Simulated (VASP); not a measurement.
Crystal: Cr.

```
Cr
1.0
     4.57791    0.00000    0.00000
     0.00000    4.57791    0.00000
     0.00000    0.00000    4.57791
Cr
8
Direct
  0.00000 0.00000 0.00000
  0.50000 0.50000 0.50000
  0.25000 0.00000 0.50000
  0.75000 0.00000 0.50000
  0.50000 0.25000 0.00000
  0.50000 0.75000 0.00000
  0.00000 0.50000 0.25000
  0.00000 0.50000 0.75000
```

```yaml
Program: VASP 6.6.1
Task: relaxation of cell and atoms
Functional: r2SCAN
Potentials_or_basis: VASP PAW PBE potentials, release 64 (Cr_pv)
Cutoff: 600 eV
k_mesh: 6 × 6 × 6
Occupations: fermi-dirac, width 0.1 eV
Spin: no spin polarisation
```

At the start: pressure -10.7 GPa; volume 11.99 Å³/atom.

Task: How do energy, volume and symmetry change on relaxing?

Result: Over 4 steps the energy falls by 17.4 meV/atom and the volume is 11.49 Å³/atom (-4.2 %); space group Pm-3n (No. 223, to 0.1 Å) before and after.

The path:
| step | energy change (eV) | largest force (eV/Å) | pressure (GPa) | volume (Å³) |
| --- | --- | --- | --- | --- |
| 1 | 0.0000 | 0.0000 | -10.68 | 95.94 |
| 2 | 0.3277 | 0.0000 | 24.03 | 85.27 |
| 3 | -0.1392 | 0.0000 | -0.25 | 92.01 |
| 4 | -0.1393 | 0.0000 | -0.02 | 91.93 |

Final structure:
```
CELL_PARAMETERS angstrom
4.51319 0.00000 0.00000
0.00000 4.51319 0.00000
0.00000 0.00000 4.51319
ATOMIC_POSITIONS crystal
Cr 0.00000 0.00000 0.00000
Cr 0.50000 0.50000 0.50000
Cr 0.25000 0.00000 0.50000
Cr 0.75000 0.00000 0.50000
Cr 0.50000 0.25000 0.00000
Cr 0.50000 0.75000 0.00000
Cr 0.00000 0.50000 0.25000
Cr 0.00000 0.50000 0.75000
```

Caveat: the PAW data sets were made with another functional, which shifts forces and pressure a little; the run has no spin polarisation, though such a crystal can be magnetic.
